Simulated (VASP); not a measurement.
# Mo (a cell with a defect) in VASP: a series of runs, part 2 of 2

VASP 6.6.1. The steps go on from the part before.

### Step 3. Single point, PBE

File INCAR:

```
  ALGO = Normal
  EDIFF = 1E-6
  ENCUT = 400
  GGA = PE
  GGA_COMPAT = F
  ISIF = 2
  ISMEAR = 1
  LASPH = T
  LCHARG = T
  LELF = T
  LREAL = Auto
  LVHAR = T
  LWAVE = F
  NBANDS = 238
  NELM = 120
  PREC = Accurate
  SIGMA = 0.1
```

File KPOINTS:

```
k-points
0
Gamma
  1 1 1
```

File POSCAR:

```
Mo
1.0
    0.0000000000      6.3226243300      6.3226243300
    6.3226243300      0.0000000000      6.3226243300
    6.3226243300      6.3226243300      0.0000000000
Mo
31
Direct
   -0.0017480083     -0.0016921771     -0.0017785336
    0.1264709017      0.1259328340      0.1270189336
    0.2514641733      0.2517400081      0.2515049791
    0.4682535045      0.4671182164      0.4685427831
    0.0011841602      0.0005845674      0.5032850022
    0.1256986749      0.1262629975      0.6224186816
    0.2468053483      0.2465630439      0.7525560988
    0.3762183036      0.3766723872      0.8681694046
    0.0002596232      0.5028121764      0.0011214489
    0.1265559929      0.6222395630      0.1265901560
    0.2462824642      0.7510948385      0.2468886998
    0.3769978059      0.8681187136      0.3770153619
    0.0070358442      0.4966085024      0.4975130319
    0.1188346738      0.6257453857      0.6255065608
    0.2515759148      0.7488165915      0.7498133295
    0.3740285484      0.8761051916      0.8753839721
    0.5028380359      0.0001826773      0.0015743463
    0.6221672829      0.1265692786      0.1260803993
    0.7519061314      0.2461245392      0.2470421962
    0.8678873224      0.3770223210      0.3765679211
    0.4963777438      0.0071233079      0.4970213057
    0.6260157639      0.1187158150      0.6260975338
    0.7487551455      0.2515059281      0.7494316051
    0.8759826950      0.3742026058      0.8758588540
    0.4973068675      0.4970169562      0.0073951096
    0.6251053034      0.6255000762      0.1188536533
    0.7495462727      0.7492476625      0.2519979706
    0.8752430496      0.8757673572      0.3743020108
    0.6235081818      0.6231588015      0.6240429281
    0.7515633148      0.7516338552      0.7516007993
    0.8766394634      0.8761564361      0.8772041024
```

Potentials or basis: VASP PAW PBE potentials, release 64 (Mo_sv).

Started as:

```console
cat potpaw_PBE.64/Mo_sv/POTCAR > POTCAR
mpirun -np 1 vasp_gam > vasp.out
```

OUTCAR:

```text
EDIFF = 1E-6
   ENCUT = 400
   GGA = PE
   ISIF = 2
   ISMEAR = 1
   LASPH = T
   LREAL = Auto
   NELM = 120
   PREC = Accurate

 ion  position               nearest neighbor table
   1  0.998  0.998  0.998-  31 2.66  16 2.74   6 2.74  24 2.74  28 2.75  10 2.75  18 2.75   2 2.81
                            19 3.14  11 3.14   7 3.14  27 3.15  15 3.15  23 3.15
   2  0.126  0.126  0.127-   7 2.73  19 2.74  11 2.74   3 2.74   5 2.75  17 2.75   9 2.75   1 2.81
                             8 3.17  12 3.17  20 3.17  28 3.17  16 3.17  24 3.17
   3  0.251  0.252  0.252-  10 2.71  18 2.71   6 2.71   2 2.74   8 2.80  20 2.80  12 2.80  21 3.10
                            13 3.10  25 3.11   5 3.17  17 3.17   9 3.17
   4  0.468  0.467  0.469-  22 2.62  14 2.63  26 2.63   7 2.85  19 2.85  11 2.86   8 2.99  20 2.99
[... 522 lines left out ...]
  external PRESSURE =    -127.7119354 kB  Pullay stress =       0.0000000 kB

 VOLUME and BASIS-vectors are now :
 -----------------------------------------------------------------------------
  energy-cutoff  :      400.00
  volume of cell :      505.50
      direct lattice vectors                 reciprocal lattice vectors
     0.000000000  6.322624330  6.322624330    -0.079081086  0.079081086  0.079081086
     6.322624330  0.000000000  6.322624330     0.079081086 -0.079081086  0.079081086
     6.322624330  6.322624330  0.000000000     0.079081086  0.079081086 -0.079081086

 POSITION                                       TOTAL-FORCE (eV/Angst)
 -----------------------------------------------------------------------------------
     12.62330     12.62295     12.62350        -0.166226     -0.163537     -0.181304
      1.59932      1.60272      1.59585         0.073625      0.055277      0.080838
      3.18183      3.18009      3.18157         0.130535      0.131555      0.124200
      5.91583      5.92301      5.91400         2.652413      2.623814      2.648786
      3.18578      3.18957      0.01118         0.058094      0.045120      0.065737
      4.73363      4.73006      1.59306        -0.006690      0.013545      0.004613
[... 23 lines left out ...]
      9.50439      9.50394      9.50415         0.018487      0.019094      0.012788
     11.08584     11.08889     11.08227         0.002997     -0.024490      0.016114
 -----------------------------------------------------------------------------------
    total drift:                                0.002738      0.003177      0.001718

  FREE ENERGIE OF THE ION-ELECTRON SYSTEM (eV)
  ---------------------------------------------------
  free  energy   TOTEN  =      -348.1089105757 eV

  energy  without entropy=     -348.1308257833  energy(sigma->0) =     -348.11621564
```

OSZICAR:

```text
N       E                     dE             d eps       ncg     rms          rms(c)
DAV:   1     0.763181680175E+04    0.76318E+04   -0.25458E+05   500   0.169E+03
DAV:   2     0.284322527603E+03   -0.73475E+04   -0.72006E+04   530   0.627E+02
DAV:   3    -0.325537125069E+03   -0.60986E+03   -0.59318E+03   648   0.163E+02
DAV:   4    -0.364446971646E+03   -0.38910E+02   -0.38010E+02   592   0.282E+01
DAV:   5    -0.365863810379E+03   -0.14168E+01   -0.13867E+01   544   0.508E+00    0.767E+01
DAV:   6    -0.350533618728E+03    0.15330E+02   -0.40459E+01   530   0.172E+01    0.214E+01
DAV:   7    -0.349577033734E+03    0.95658E+00   -0.19464E+01   576   0.119E+01    0.842E+00
DAV:   8    -0.348186789422E+03    0.13902E+01   -0.67252E+00   568   0.527E+00    0.434E+00
DAV:   9    -0.348230481987E+03   -0.43693E-01   -0.18329E+00   640   0.329E+00    0.305E+00
DAV:  10    -0.348110362995E+03    0.12012E+00   -0.77165E-01   616   0.263E+00    0.116E+00
DAV:  11    -0.348109933074E+03    0.42992E-03   -0.74719E-02   592   0.776E-01    0.613E-01
DAV:  12    -0.348108966808E+03    0.96627E-03   -0.11236E-02   584   0.349E-01    0.331E-01
DAV:  13    -0.348109009485E+03   -0.42677E-04   -0.26639E-03   600   0.153E-01    0.133E-01
DAV:  14    -0.348108976326E+03    0.33158E-04   -0.12640E-03   600   0.112E-01    0.664E-02
DAV:  15    -0.348108915744E+03    0.60582E-04   -0.30948E-04   600   0.564E-02    0.283E-02
DAV:  16    -0.348108914061E+03    0.16831E-05   -0.50529E-05   616   0.200E-02    0.140E-02
DAV:  17    -0.348108910756E+03    0.33049E-05   -0.19923E-05   488   0.141E-02    0.526E-03
DAV:  18    -0.348108910576E+03    0.18047E-06   -0.20427E-06   344   0.502E-03
   1 F= -.34810891E+03 E0= -.34811622E+03  d E =0.219152E-01
```

stdout:

```text
POSCAR found type information on POSCAR Mo
 POSCAR found :  1 types and      31 ions
 scaLAPACK will be used
 LDA part: xc-table for (Slater+PW92), standard interpolation
 POSCAR, INCAR and KPOINTS ok, starting setup
 FFT: planning ... GRIDC
 FFT: planning ... GRID_SOFT
 FFT: planning ... GRID
 WAVECAR not read
 entering main loop
```

It took 7.8 min on 1 thread of Intel Xeon 8259CL, shared host; peak memory 0.47 GiB.

Results:

| Item | Value |
| --- | --- |
| Free energy | -348.1089 eV |
| Pressure | -12.8 GPa |
| Largest force | 4.576 eV/Å |

Forces in eV/Å, atoms in the order of the input:
```
Mo  -0.166 -0.164 -0.181
Mo   0.074  0.055  0.081
Mo   0.131  0.132  0.124
Mo   2.652  2.624  2.649
Mo   0.058  0.045  0.066
Mo  -0.007  0.014  0.005
Mo  -0.138 -0.134 -0.069
Mo  -0.064 -0.047 -0.418
Mo   0.062  0.086  0.080
Mo  -0.041 -0.043 -0.051
Mo  -0.073 -0.007 -0.064
Mo  -0.125 -0.464 -0.133
Mo   0.173 -0.108 -0.085
Mo  -0.342 -0.358 -0.379
Mo  -0.081 -0.167 -0.141
Mo  -0.089 -0.019 -0.058
Mo   0.075  0.050  0.077
Mo  -0.020 -0.003 -0.032
Mo  -0.030 -0.109 -0.101
Mo  -0.446 -0.071 -0.097
Mo  -0.069  0.197 -0.057
Mo  -0.408 -0.391 -0.416
Mo  -0.150 -0.056 -0.138
Mo  -0.060 -0.113 -0.074
Mo  -0.121 -0.133  0.152
Mo  -0.335 -0.317 -0.314
Mo  -0.168 -0.181 -0.109
Mo  -0.038 -0.015 -0.079
Mo  -0.275 -0.299 -0.263
Mo   0.018  0.019  0.013
Mo   0.003 -0.024  0.016
```

Stress tensor (GPa, compression positive):
```
-12.76  -0.08  -0.10
 -0.08 -12.78  -0.09
 -0.10  -0.09 -12.78
```

Caveat: the k points lie up to 0.86 Å⁻¹ apart.
